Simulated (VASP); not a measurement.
Crystal: Ti2B2Os.

```
Ti B Os
1.0
     3.32539    0.00000    0.00000
     0.00000    3.32539    0.00000
     0.00000    0.00000    5.95584
Ti B Os
2 2 1
Direct
  0.00000 0.50000 0.50000
  0.50000 0.00000 0.50000
  0.00000 0.00000 0.39252
  0.00000 0.00000 0.60748
  0.00000 0.00000 0.00000
```

```yaml
Program: VASP 6.6.1
Task: relaxation of cell and atoms
Functional: PBE
Potentials_or_basis: VASP PAW PBE potentials, release 64 (Ti_sv, B, Os)
Cutoff: 600 eV
k_mesh: 6 × 6 × 4
Occupations: gaussian, width 0.1 eV
Spin: no spin polarisation
```

At the start: pressure 85.2 GPa; volume 13.17 Å³/atom.

Task: Where does the relaxation end?

Result: Over 22 steps the energy falls by 2717.3 meV/atom and the volume is 18.62 Å³/atom (+41.4 %); space group P4/mmm (No. 123, to 0.05 Å).

Step by step:
| step | energy change (eV) | largest force (eV/Å) | pressure (GPa) | volume (Å³) |
| --- | --- | --- | --- | --- |
| 1 | 0.0000 | 23.3887 | 85.23 | 65.86 |
| 2 | 16.4083 | 51.7357 | 30.40 | 153.43 |
| 3 | -11.6585 | 3.0018 | -4.13 | 96.81 |
| 4 | -11.8957 | 1.9821 | -2.93 | 93.92 |
| 5 | -12.0083 | 0.9046 | -0.83 | 90.72 |
| 6 | -12.5155 | 3.4771 | 2.07 | 90.06 |
| 7 | -12.6291 | 5.7900 | 5.79 | 89.22 |
| 8 | -12.7332 | 5.8315 | 5.88 | 89.39 |
| 9 | -12.9624 | 5.5274 | 6.49 | 89.83 |
| 10 | -12.5887 | 1.3853 | 10.65 | 90.37 |
| 11 | -12.9644 | 5.3346 | 7.10 | 89.98 |
| 12 | -13.1994 | 4.0072 | 5.43 | 90.62 |
| 13 | -13.5393 | 0.1121 | 1.83 | 92.56 |
| 14 | -13.5448 | 0.4700 | 1.44 | 92.85 |
| 15 | -13.5600 | 0.2875 | 1.02 | 93.03 |
| 16 | -13.5825 | 0.1885 | -0.22 | 93.59 |
| 17 | -13.5832 | 0.2666 | -0.42 | 93.70 |
| 18 | -13.5849 | 0.1373 | -0.40 | 93.60 |
| 19 | -13.5859 | 0.0415 | -0.33 | 93.47 |
| 20 | -13.5859 | 0.0611 | -0.33 | 93.45 |
| 21 | -13.5861 | 0.0451 | -0.20 | 93.33 |
| 22 | -13.5863 | 0.0184 | 0.02 | 93.11 |

Final structure:
```cif
data_structure
_symmetry_space_group_name_H-M 'P 1'
_symmetry_Int_Tables_number 1
_cell_length_a 4.1321
_cell_length_b 4.1321
_cell_length_c 5.4531
_cell_angle_alpha 90.000
_cell_angle_beta 90.000
_cell_angle_gamma 90.000
_cell_volume 93.11
loop_
_atom_site_label
_atom_site_type_symbol
_atom_site_fract_x
_atom_site_fract_y
_atom_site_fract_z
_atom_site_occupancy
Ti1 Ti 0.00000 0.50000 0.50000 1
Ti2 Ti 0.50000 0.00000 0.50000 1
B1 B 0.00000 0.00000 0.35494 1
B2 B 0.00000 0.00000 0.64506 1
Os1 Os 0.00000 0.00000 0.00000 1
```

Caveat: the volume moved by over 15 % at a fixed basis, so the end points are rough.
